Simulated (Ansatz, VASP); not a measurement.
**TiAl in VASP and in Ansatz**

```
Ti Al
1.0
     3.17151    0.00000    0.00000
     0.00000    3.17151    0.00000
     0.00000    0.00000    3.17151
Ti Al
1 1
Direct
  0.00000 0.00000 0.00000
  0.50000 0.50000 0.50000
```

Alike in both runs: functional r2SCAN; k mesh 14 × 14 × 14; occupations gaussian, width 0.1 eV; no spin polarisation.

Ansatz relaxed the structure, and its values are those at the end. VASP's run is a single point on that final structure, the one shown.

```csv
,VASP,Ansatz
version,VASP 6.6.1,Ansatz 0.2.0
potentials or method,"VASP PAW PBE potentials, release 64 (Ti_sv, Al), cutoff 520 eV","scalar-relativistic, plane waves, PAW"
valence electrons in the cell,15,15
```

Ansatz gave:

```
gap on the k mesh at the Fermi level (eV) : none
pressure (GPa)                            : 0.0
```

**Question.** What did VASP give for the same quantities?

**Answer.** gap on the k mesh at the Fermi level (eV): none; pressure (GPa): 0.1.

VASP's potentials were made for PBE, not for r2SCAN. A gap of «none» marks a metal or a gap that the smearing closes. The functional is the same, so the differences come from potentials, cutoffs and numerics.
